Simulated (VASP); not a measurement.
Input of a VASP 6.6.1 run:

The input INCAR:

```
PREC     = Accurate       # precision mode
ENCUT    = 450            # plane-wave cutoff, eV
EDIFF    = 1E-7           # SCF threshold, eV
ISMEAR   = 0              # smearing method
SIGMA    = 0.02           # smearing width, eV
LREAL    = F              # projectors in reciprocal space
LASPH    = T              # aspherical terms in the spheres
NELM     = 120            # most SCF steps
ALGO     = Normal         # electronic algorithm
ISIF     = 2              # what is computed and relaxed
LWAVE    = F              # write WAVECAR
LCHARG   = F              # write CHGCAR
GGA      = PE             # functional
IBRION   = 2              # ionic algorithm
NSW      = 60             # ionic steps
EDIFFG   = -0.002         # ionic threshold
GGA_COMPAT= F            
NELMIN   = 4
```

KPOINTS

```
regular mesh
0
Gamma
  8 8 8
```

The input POSCAR:

```
Si
1.0
    0.0000000000      2.7898653532      2.7023401656
    2.7898653532      0.0000000000      2.7023401656
    2.7898653532      2.7898653532      0.0000000000
Si
2
Direct
    0.0000000000      0.0000000000      0.0000000000
    0.2500000000      0.2500000000      0.2500000000
```

Potentials or basis: VASP PAW PBE potentials, release 64 (Si).

Command:

```bash
$ cat potpaw_PBE.64/Si/POTCAR > POTCAR
$ mpirun -np 1 vasp_std > vasp.out
```

Question: Predict the band gap on the k mesh.

Answer: 0.37 eV, indirect (least direct gap 2.33 eV).

Final structure:
```yaml
crystal:
  lattice:
    - [0.00000, 2.78987, 2.70234]
    - [2.78987, 0.00000, 2.70234]
    - [2.78987, 2.78987, 0.00000]
  atoms:
    - { symbol: Si, position: [0.00000, 0.00000, 0.00000] }
    - { symbol: Si, position: [0.25000, 0.25000, 0.25000] }
```

Caveat: the cell differs from its parent crystal (strained cell); the relaxation stopped at its first step, so nothing moved. A k mesh can miss the band edges.
